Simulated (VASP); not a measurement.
Write the native input for VASP 6.6.1 that does the following.

```
Task                   : single point
Functional             : PBE
Potentials or basis    : VASP PAW PBE potentials, release 64 (Hf_pv, Si)
Cutoff                 : 520 eV
k mesh                 : 4 × 4 × 4
Occupations            : gaussian, width 0.1 eV
Spin                   : no spin polarisation
Dipole correction      : no
Further INCAR settings : ALGO = Normal; EDIFF = 1e-06; NBANDS = 24
```

The structure of Hf2Si3 lies in POSCAR:

```
Hf2Si3
1.0
    3.0263997809     -3.0268260888      0.0000000000
    3.0263997809      3.0268260888      0.0000000000
    0.0000000000      0.0000000000      5.5138458839
Hf Si
2 3
Direct
    0.0000000000      0.5000000000      0.0000000000
    0.5000000000      0.0000000000      0.0000000000
    0.0000000000      0.0000000000      0.2985491513
    0.0000000000      0.0000000000      0.7014508487
    0.5000000000      0.5000000000      0.5000000000
```

The cell was built from a structure type or drawn by symmetry, and may not be a known phase.

These files were run (other wordings do the same):

INCAR

```
PREC     = Accurate       # precision mode
ENCUT    = 520            # plane-wave cutoff, eV
EDIFF    = 1E-6           # SCF threshold, eV
ISMEAR   = 0              # smearing method
SIGMA    = 0.1            # smearing width, eV
LREAL    = F              # projectors in reciprocal space
LASPH    = T              # aspherical terms in the spheres
NELM     = 80             # most SCF steps
ALGO     = Normal         # electronic algorithm
ISIF     = 2              # what is computed and relaxed
LWAVE    = F              # write WAVECAR
LCHARG   = T              # write CHGCAR
GGA      = PE             # functional
LELF     = T              # ELF
LVHAR    = T            
NBANDS   = 24             # bands
```

KPOINTS

```
Automatic mesh
0
Gamma
  4 4 4
```

Potentials or basis: VASP PAW PBE potentials, release 64 (Hf_pv, Si).

Launch:

```sh
$ cat potpaw_PBE.64/Hf_pv/POTCAR potpaw_PBE.64/Si/POTCAR > POTCAR
$ mpirun -np 1 vasp_std > vasp.out
```

Results of the run:

The pressure is 0.1 GPa, the largest force is 0.003 eV/Å and the band gap on the k mesh is zero (bands 16 and 17 overlap by 1.02 eV).

Caveat: the k points lie up to 0.37 Å⁻¹ apart, too coarse for converged energies and pressures of a metal; spin-orbit coupling is left out, which moves the levels of the heavy elements.

It took 16 s on 1 thread of Intel(R) Xeon(R) 6975P-C (Granite Rapids) (shared host), peak memory 0.21 GiB.
